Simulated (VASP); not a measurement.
# AlGa3N4 (Pm) in VASP: notebook, part 2 of 2

VASP 6.6.1. Earlier steps stand in the parts before.

### Step 4. Single point, PBEsol

INCAR reads:

```
SYSTEM = AlGa3N4
ALGO = Normal ; EDIFF = 1E-7
ENCUT = 520 ; GGA = PS
ISIF = 2 ; ISMEAR = 0
LASPH = .True. ; LCHARG = .False.
LREAL = .False. ; LWAVE = .False.
NBANDS = 41 ; NELM = 60
PREC = Accurate ; SIGMA = 0.05
```

KPOINTS reads:

```
k-points
0
Gamma
  6 8 6
  0 0 0
```

POSCAR reads:

```
AlGa3N4
1.0
    5.1423512025      0.0000000000      0.0001215039
    0.0000000000      3.1649848011      0.0000000000
   -0.0035856884      0.0000000000      5.4784941380
Al Ga N
1 3 4
Direct
    0.0006034235      0.5000000000      0.6673576246
    0.4991167026      0.5000000000      0.3349195796
    0.4990273840      0.0000000000      0.8315570006
    0.9998617813      0.0000000000      0.1661805284
    0.1038447890      0.5000000000      0.3506977446
    0.1018220151      0.0000000000      0.8369763888
    0.6046196746      0.0000000000      0.1768166164
    0.6154083815      0.5000000000      0.6778968350
```

Potentials or basis: VASP PAW PBE potentials, release 64 (Al, Ga_d, N).

Started as:

```bash
$ cat potpaw_PBE.64/Al/POTCAR potpaw_PBE.64/Ga_d/POTCAR potpaw_PBE.64/N/POTCAR > POTCAR
$ mpirun -np 1 vasp_std > vasp.out
```

OUTCAR:

```text
SYSTEM = AlGa3N4
   EDIFF = 1E-7
   ENCUT = 520
   GGA = PS
   ISIF = 2
   ISMEAR = 0
   LASPH = .True.
   LREAL = .False.
   NELM = 60
   PREC = Accurate

 ion  position               nearest neighbor table
   1  0.001  0.500  0.667-   5 1.81   6 1.91   6 1.91   8 1.98
   2  0.499  0.500  0.335-   7 1.88   7 1.88   8 1.97   5 2.03
   3  0.499  0.000  0.832-   8 1.89   8 1.89   7 1.97   6 2.04
   4  1.000  0.000  0.166-   6 1.88   5 1.95   5 1.95   7 2.03
   5  0.104  0.500  0.351-   1 1.81   4 1.95   4 1.95   2 2.03
   6  0.102  0.000  0.837-   4 1.88   1 1.91   1 1.91   3 2.04
   7  0.605  0.000  0.177-   2 1.88   2 1.88   3 1.97   4 2.03
   8  0.615  0.500  0.678-   3 1.89   3 1.89   2 1.97   1 1.98

  LATTYP: Found a simple monoclinic cell.
 ALAT       =     5.1423512039
 B/A-ratio  =     0.6154742598
 C/A-ratio  =     1.0653677849
 COS(beta)  =    -0.0006308743

  Lattice vectors:

 A1 = (   5.1423512025,   0.0000000000,   0.0001215039)
 A2 = (   0.0000000000,   3.1649848011,   0.0000000000)
 A3 = (  -0.0035856884,   0.0000000000,   5.4784941380)

Analysis of symmetry for initial positions (statically):
[... 192 lines left out ...]

 k-point     1 :       0.0000    0.0000    0.0000
  band No.  band energies     occupation
      1     -10.4284      2.00000
      2      -9.4948      2.00000
      3      -9.2750      2.00000
      4      -8.9772      2.00000
      5      -7.8412      2.00000
      6      -7.8062      2.00000
[... 1045 lines left out ...]
     40      15.3490      0.00000
     41      15.6695      0.00000

 [... further k-points ...]

------------------------ aborting loop because EDIFF is reached ----------------------------------------

  FORCE on cell =-STRESS in cart. coord.  units (eV):
  Direction    XX          YY          ZZ          XY          YZ          ZX
  --------------------------------------------------------------------------------------
  -------------------------------------------------------------------------------------
  Total       -2.4670123      1.8833990      2.0934772      0.0000000      0.0000000     -1.2429571
  in kB      -44.3289379     33.8421805     37.6170081      0.0000000      0.0000000    -22.3342895
  external PRESSURE =       9.0434169 kB  Pullay stress =       0.0000000 kB

 VOLUME and BASIS-vectors are now :
 -----------------------------------------------------------------------------
  energy-cutoff  :      520.00
  volume of cell :       89.17
      direct lattice vectors                 reciprocal lattice vectors
     5.142351203  0.000000000  0.000121504     0.194463572  0.000000000  0.000127277
     0.000000000  3.164984801  0.000000000     0.000000000  0.315957283  0.000000000
    -0.003585688  0.000000000  5.478494138    -0.000004313  0.000000000  0.182531907

 POSITION                                       TOTAL-FORCE (eV/Angst)
 -----------------------------------------------------------------------------------
      0.00071      1.58249      3.65611        -0.962125      0.000000      1.134107
      2.56543      1.58249      1.83492        -0.802143      0.000000      0.792450
      2.56319      0.00000      4.55574        -0.769438      0.000000      0.813185
      5.14104      0.00000      0.91054        -0.739865      0.000000      0.898423
      0.53275      1.58249      1.92131         0.831826      0.000000     -1.123146
      0.52060      0.00000      4.58538         0.749689      0.000000     -0.899826
      3.10853      0.00000      0.96876         0.798352      0.000000     -0.831304
      3.16222      1.58249      3.71393         0.893703      0.000000     -0.783888
 -----------------------------------------------------------------------------------
    total drift:                               -0.001019      0.000000     -0.000139

  FREE ENERGIE OF THE ION-ELECTRON SYSTEM (eV)
  ---------------------------------------------------
  free  energy   TOTEN  =       -54.7856093803 eV

  energy  without entropy=      -54.7856093803  energy(sigma->0) =      -54.78560938
```

Run time: 7.6 min. Hardware: 1 thread of Oxide Virtual Turin-like, shared host; peak memory 0.36 GiB.

What came out:

- Free energy: -54.7856 eV
- Pressure: 0.9 GPa
- Largest force: 1.487 eV/Å
- Band gap on the k mesh: 2.28 eV, direct

Forces on the atoms (eV/Å):
```
Al  -0.962  0.000  1.134
Ga  -0.802  0.000  0.792
Ga  -0.769  0.000  0.813
Ga  -0.740  0.000  0.898
N    0.832  0.000 -1.123
N    0.750  0.000 -0.900
N    0.798  0.000 -0.831
N    0.894  0.000 -0.784
```

Stress tensor (GPa, compression positive):
```
-4.43  0.00 -2.23
 0.00  3.38  0.00
-2.23  0.00  3.76
```

Caveat: the cell differs from its parent crystal (all N atoms moved +0.100 Å, as atom 5 towards its neighbour atom 8 (N) at 3.087 Å); the PAW data sets were made with another functional, which shifts forces and pressure a little.

### Step 5. Single point, PBEsol

INCAR reads:

```
SYSTEM = AlGa3N4
ALGO = Normal
EDIFF = 1E-7
ENCUT = 520
GGA = PS
ISIF = 2
ISMEAR = 0
LASPH = .TRUE.
LCHARG = .FALSE.
LREAL = .FALSE.
LWAVE = .FALSE.
NBANDS = 41
NELM = 80
PREC = Accurate
SIGMA = 0.05
```

KPOINTS reads:

```
k-points
0
G
  6 8 6
  0 0 0
```

POSCAR reads:

```
AlGa3N4
1.0
    5.1423512025      0.0000000000      0.0001215039
    0.0000000000      3.1649848011      0.0000000000
   -0.0035856884      0.0000000000      5.4784941380
Al Ga N
1 3 4
Direct
    0.0006034235      0.5000000000      0.6673576246
    0.4991167026      0.5000000000      0.3349195796
    0.4990273840      0.0000000000      0.8315570006
    0.9998617813      0.0000000000      0.1661805284
    0.1275807359      0.5000000000      0.3347972504
    0.1255579620      0.0000000000      0.8210758946
    0.6283556215      0.0000000000      0.1609161222
    0.6391443284      0.5000000000      0.6619963408
```

Potentials or basis: VASP PAW PBE potentials, release 64 (Al, Ga_d, N).

Started as:

```bash
$ cat potpaw_PBE.64/Al/POTCAR potpaw_PBE.64/Ga_d/POTCAR potpaw_PBE.64/N/POTCAR > POTCAR
$ mpirun -np 1 vasp_std > vasp.out
```

OUTCAR:

```text
SYSTEM = AlGa3N4
   EDIFF = 1E-7
   ENCUT = 520
   GGA = PS
   ISIF = 2
   ISMEAR = 0
   LASPH = .TRUE.
   LREAL = .FALSE.
   NELM = 80
   PREC = Accurate

 ion  position               nearest neighbor table
   1  0.001  0.500  0.667-   8 1.86   6 1.90   6 1.90   5 1.94
   2  0.499  0.500  0.335-   5 1.91   8 1.93   7 1.96   7 1.96
   3  0.499  0.000  0.832-   6 1.92   7 1.92   8 1.97   8 1.97
   4  1.000  0.000  0.166-   7 1.91   5 1.95   5 1.95   6 2.00
   5  0.128  0.500  0.335-   2 1.91   1 1.94   4 1.95   4 1.95
   6  0.126  0.000  0.821-   1 1.90   1 1.90   3 1.92   4 2.00
   7  0.628  0.000  0.161-   4 1.91   3 1.92   2 1.96   2 1.96
   8  0.639  0.500  0.662-   1 1.86   2 1.93   3 1.97   3 1.97

  LATTYP: Found a simple monoclinic cell.
 ALAT       =     5.1423512039
 B/A-ratio  =     0.6154742598
 C/A-ratio  =     1.0653677849
 COS(beta)  =    -0.0006308743

  Lattice vectors:

 A1 = (   5.1423512025,   0.0000000000,   0.0001215039)
 A2 = (   0.0000000000,   3.1649848011,   0.0000000000)
 A3 = (  -0.0035856884,   0.0000000000,   5.4784941380)

Analysis of symmetry for initial positions (statically):
=====================================================================
 Subroutine PRICEL returns:
 Original cell was already a primitive cell.

 Routine SETGRP: Setting up the symmetry group for a
 simple monoclinic supercell.

 Subroutine GETGRP returns: Found  2 space group operations
 (whereof  2 operations were pure point group operations)
 out of a pool of  4 trial point group operations.

The static configuration has the point symmetry C_1h.

Analysis of symmetry for dynamics (positions and initial velocities):
=====================================================================
 Subroutine PRICEL returns:
 Original cell was already a primitive cell.

 Routine SETGRP: Setting up the symmetry group for a
 simple monoclinic supercell.

 Subroutine GETGRP returns: Found  2 space group operations
 (whereof  2 operations were pure point group operations)
 out of a pool of  4 trial point group operations.

The dynamic configuration has the point symmetry C_1h.

 Subroutine INISYM returns: Found  2 space group operations
 (whereof  2 operations are pure point group operations),
 and found     1 'primitive' translations

----------------------------------------------------------------------------------------

                                     Primitive cell

  volume of cell :      89.1650

  direct lattice vectors                    reciprocal lattice vectors
     5.142351203  0.000000000  0.000121504     0.194463572  0.000000000  0.000127277
     0.000000000  3.164984801  0.000000000     0.000000000  0.315957283  0.000000000
    -0.003585688  0.000000000  5.478494138    -0.000004313  0.000000000  0.182531907

  length of vectors
     5.142351204  3.164984801  5.478495311     0.194463614  0.315957283  0.182531907

  position of ions in fractional coordinates (direct lattice)
     0.000603424  0.500000000  0.667357625
     0.499116703  0.500000000  0.334919580
     0.499027384  0.000000000  0.831557001
     0.999861781  0.000000000  0.166180528
     0.127580736  0.500000000  0.334797250
     0.125557962  0.000000000  0.821075895
     0.628355621  0.000000000  0.160916122
     0.639144328  0.500000000  0.661996341
[... 45 lines left out ...]
  0.166667  0.125000 -0.000000      4.000000
[... 16 lines left out ...]
  0.333333  0.000000  0.166667      2.000000
  0.500000  0.000000  0.166667      2.000000
 [... further k-points ...]
   k-points           NKPTS =    100   k-points in BZ     NKDIM =    100   number of bands    NBANDS=     41
   number of dos      NEDOS =    301   number of ions     NIONS =      8
   total plane-waves  NPLWV =  40320
   dimension x,y,z NGX =    40 NGY =   24 NGZ =   42
   dimension x,y,z NGXF=    80 NGYF=   48 NGZF=   84
   ions per type =               1   3   4
   NGX,Y,Z   is equivalent  to a cutoff of  12.93, 12.61, 12.74 a.u.
   NGXF,Y,Z  is equivalent  to a cutoff of  25.86, 25.21, 25.49 a.u.
 SYSTEM =  AlGa3N4
   PREC   = accura    normal or accurate (medium, high low for compatibility)
   ISTART =      0    job   : 0-new  1-cont  2-samecut
   ICHARG =      2    charge: 1-file 2-atom 10-const
   ISPIN  =      1    spin polarized calculation?
   LNONCOLLINEAR =      F non collinear calculations
   LSORBIT =      F    spin-orbit coupling
   LASPH  =      T    aspherical Exc in radial PAW
   ENCUT  =  520.0 eV  38.22 Ry    6.18 a.u.   9.56  5.88 10.19*2*pi/ulx,y,z
   NELM   =     80;   NELMIN=  2; NELMDL= -5     # of ELM steps
   EDIFF  = 0.1E-06   stopping-criterion for ELM
   LREAL  =      F    real-space projection
   EDIFFG = 0.1E-05   stopping-criterion for IOM
   NSW    =      0    number of steps for IOM
   IBRION =     -1    ionic relax: 0-MD 1-quasi-New 2-CG
   NFREE  =      0    steps in history (QN), initial steepest desc. (CG)
   ISIF   =      2    stress and relaxation
   ISYM   =      2    0-nonsym 1-usesym 2-fastsym
   POTIM  = 0.5000    time-step for ionic-motion
   TEBEG  =    0.0;   TEEND  =   0.0 temperature during run
   PSTRESS=    0.0 pullay stress
   NELECT =      62.0000    total number of electrons
   NUPDOWN=      -1.0000    fix difference up-down
   EMIN   =  10.00;   EMAX   =-10.00  energy-range for DOS
   EFERMI =   0.00;   METHOD = LEGACY
   ISMEAR =     0;   SIGMA  =   0.05  broadening in eV -4-tet -1-fermi 0-gaus
   EFERMI_NEDOS =   21; number of points for ismear=-14 and -15
   IALGO  =     38    algorithm
   IMIX   =      4    mixing-type and parameters
     AMIX     =   0.40;   BMIX     =  1.00
     AMIX_MAG =   1.60;   BMIX_MAG =  1.00
  volume/ion in A,a.u.               =      11.15        75.21
  Fermi-wavevector in a.u.,A,eV,Ry     =   1.450354  2.740771 28.620199  2.103525
  Thomas-Fermi vector in A             =   2.567975
   LORBIT       =      0    0 simple, 1 ext, 2 COOP (PROOUT), +10 PAW based schemes
   GGA     = PS    functional components
   LHFCALC =     F    Hartree Fock is set to
   AEXX    =    0.0000 exact exchange contribution
   IVDW    =     0    specifies the selected vdW correction
   LEPSILON=     F    determine dielectric tensor
   LRPA    =     F    only Hartree local field effects (RPA)
 non-spin polarized calculation
 Gauss-broadening in eV      SIGMA  =   0.05
  energy-cutoff  :      520.00
  volume of cell :       89.17
 maximum number of plane-waves:      2426
 NGX is ok and might be reduce to    40
   NGX = 19   NGY = 11   NGZ = 21

 number of electron      61.9999981 magnetization

 Free energy of the ion-electron system (eV)
  ---------------------------------------------------
  ext. energy  EPLUGINS =         0.00000000
  ---------------------------------------------------
  free energy    TOTEN  =       -54.96393625 eV

  energy without entropy =      -54.96393625  energy(sigma->0) =      -54.96393625

 E-fermi :   5.7070     XC(G=0): -11.7357

 val. band max:        5.4905775296   @ k =   0.0000   0.0000   0.0000
 cond. band min:       7.7991077542   @ k =   0.0000   0.0000   0.0000
 fundamental gap:      2.3085302246
 Fermi energy:         5.7069947566

 k-point     1 :       0.0000    0.0000    0.0000
  band No.  band energies     occupation
      1     -10.3986      2.00000
      2      -9.4271      2.00000
      3      -9.2335      2.00000
      4      -8.9622      2.00000
      5      -7.8149      2.00000
      6      -7.7950      2.00000
[... 1045 lines left out ...]
     40      15.4497      0.00000
     41      15.8364      0.00000

 [... further k-points ...]

------------------------ aborting loop because EDIFF is reached ----------------------------------------

  FORCE on cell =-STRESS in cart. coord.  units (eV):
  Direction    XX          YY          ZZ          XY          YZ          ZX
  --------------------------------------------------------------------------------------
  -------------------------------------------------------------------------------------
  Total        1.8614505     -0.9133176     -0.8393603      0.0000000      0.0000000      0.6324630
  in kB       33.4477957    -16.4111055    -15.0821918      0.0000000      0.0000000     11.3645207
  external PRESSURE =       0.6514995 kB  Pullay stress =       0.0000000 kB

 VOLUME and BASIS-vectors are now :
 -----------------------------------------------------------------------------
  energy-cutoff  :      520.00
  volume of cell :       89.17
      direct lattice vectors                 reciprocal lattice vectors
     5.142351203  0.000000000  0.000121504     0.194463572  0.000000000  0.000127277
     0.000000000  3.164984801  0.000000000     0.000000000  0.315957283  0.000000000
    -0.003585688  0.000000000  5.478494138    -0.000004313  0.000000000  0.182531907

 POSITION                                       TOTAL-FORCE (eV/Angst)
 -----------------------------------------------------------------------------------
      0.00071      1.58249      3.65611         0.612414      0.000000     -0.378023
      2.56543      1.58249      1.83492         0.530251      0.000000     -0.344437
      2.56319      0.00000      4.55574         0.495998      0.000000     -0.353338
      5.14104      0.00000      0.91054         0.474456      0.000000     -0.288621
      0.65486      1.58249      1.83420        -0.525120      0.000000      0.361022
      0.64272      0.00000      4.49827        -0.475363      0.000000      0.300692
      3.23065      0.00000      0.88165        -0.515266      0.000000      0.369212
      3.28433      1.58249      3.62682        -0.597370      0.000000      0.333494
 -----------------------------------------------------------------------------------
    total drift:                               -0.000544      0.000000     -0.000057

  FREE ENERGIE OF THE ION-ELECTRON SYSTEM (eV)
  ---------------------------------------------------
  free  energy   TOTEN  =       -54.9639362519 eV

  energy  without entropy=      -54.9639362519  energy(sigma->0) =      -54.96393625
```

It took 8.1 min on 1 thread of Oxide Virtual Turin-like, shared host; peak memory 0.37 GiB.

Results:

- Free energy: -54.9639 eV
- Pressure: 0.1 GPa
- Largest force: 0.720 eV/Å
- Band gap on the k mesh: 2.31 eV, direct

Forces on the atoms (eV/Å):
```
Al   0.612  0.000 -0.378
Ga   0.530  0.000 -0.344
Ga   0.496  0.000 -0.353
Ga   0.474  0.000 -0.289
N   -0.525  0.000  0.361
N   -0.475  0.000  0.301
N   -0.515  0.000  0.369
N   -0.597  0.000  0.333
```

Stress tensor (GPa, compression positive):
```
 3.34  0.00  1.14
 0.00 -1.64  0.00
 1.14  0.00 -1.51
```

Caveat: the cell differs from its parent crystal (all N atoms moved -0.050 Å, as atom 5 towards its neighbour atom 8 (N) at 3.087 Å); the PAW data sets were made with another functional, which shifts forces and pressure a little.
